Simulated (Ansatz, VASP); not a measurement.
## ScAl3N4 in VASP and in Ansatz

INCAR

```
PREC     = Accurate       # precision mode
ENCUT    = 600            # plane-wave cutoff, eV
EDIFF    = 1E-7           # SCF threshold, eV
ISMEAR   = 0              # smearing method
SIGMA    = 0.02           # smearing width, eV
LREAL    = False          # projectors in reciprocal space
LASPH    = True           # aspherical terms in the spheres
NELM     = 80             # most SCF steps
ALGO     = Normal         # electronic algorithm
ISIF     = 3              # what is computed and relaxed
LWAVE    = False          # write WAVECAR
LCHARG   = False          # write CHGCAR
GGA      = PE             # functional
IBRION   = 2              # ionic algorithm
NSW      = 100            # ionic steps
EDIFFG   = -0.01          # ionic threshold
```

KPOINTS

```
regular mesh
0
Gamma
  6 6 6
```

POSCAR

```
ScAl3N4
1.0
    4.5342925319      0.0000000000      0.0000000000
    0.0000000000      4.5342925319      0.0000000000
    0.0000000000      0.0000000000      4.5342925319
Sc Al N
1 3 4
Direct
    0.0000000000      0.0000000000      0.0000000000
    0.5000000000      0.0000000000      0.5000000000
    0.0000000000      0.5000000000      0.5000000000
    0.5000000000      0.5000000000      0.0000000000
    0.7372187337      0.2627812663      0.7372187337
    0.2627812663      0.7372187337      0.7372187337
    0.2627812663      0.2627812663      0.2627812663
    0.7372187337      0.7372187337      0.2627812663
```

Input for Ansatz:

```yaml
crystal:
  lattice:
    - [4.5342925319, 0.0, 0.0]
    - [0.0, 4.5342925319, 0.0]
    - [0.0, 0.0, 4.5342925319]
  atoms:
    - { symbol: Sc, position: [0.0, 0.0, 0.0] }
    - { symbol: Al, position: [0.5, 0.0, 0.5] }
    - { symbol: Al, position: [0.0, 0.5, 0.5] }
    - { symbol: Al, position: [0.5, 0.5, 0.0] }
    - { symbol: "N", position: [0.7372187337, 0.2627812663, 0.7372187337] }
    - { symbol: "N", position: [0.2627812663, 0.7372187337, 0.7372187337] }
    - { symbol: "N", position: [0.2627812663, 0.2627812663, 0.2627812663] }
    - { symbol: "N", position: [0.7372187337, 0.7372187337, 0.2627812663] }
basis:
  ecutwfc: 420
kpoints:
  mp_grid: { grid: [6, 6, 6] }
hamiltonian:
  xc: pbe
scf:
  occupations: { method: gaussian, width: 0.02 }
output:
  forces: true
  stress: true
  eigenvalues: true
  write_density: true
  write_potential: true
  elf: true
  volumetric_format: npy
relax:
  adjacent_minimum: "off"
  f_tol: 0.01
  max_steps: 80
  cell: { stress_tol: 0.05 }
```

Alike in both runs: task relaxation of cell and atoms; functional PBE; k mesh 6 × 6 × 6; occupations gaussian, width 0.02 eV; no spin polarisation.

|  | VASP | Ansatz |
| --- | --- | --- |
| version | VASP 6.6.1 | Ansatz 0.2.0 |
| potentials or method | VASP PAW PBE potentials, release 64 (Sc_sv, Al, N), cutoff 600 eV | scalar-relativistic, plane waves, PAW |
| valence electrons in the cell | 40 | 40 |

Ansatz gave:

- gap on the k mesh at the Fermi level, each at its own relaxed structure (eV): 3.26
- relaxed volume (Å³/atom): 11.61
- relaxed cell length with the largest relative difference (Å): 4.529

Estimate VASP's values.

gap on the k mesh at the Fermi level, each at its own relaxed structure (eV): 3.25; relaxed volume (Å³/atom): 11.61; relaxed cell length with the largest relative difference (Å): 4.528.
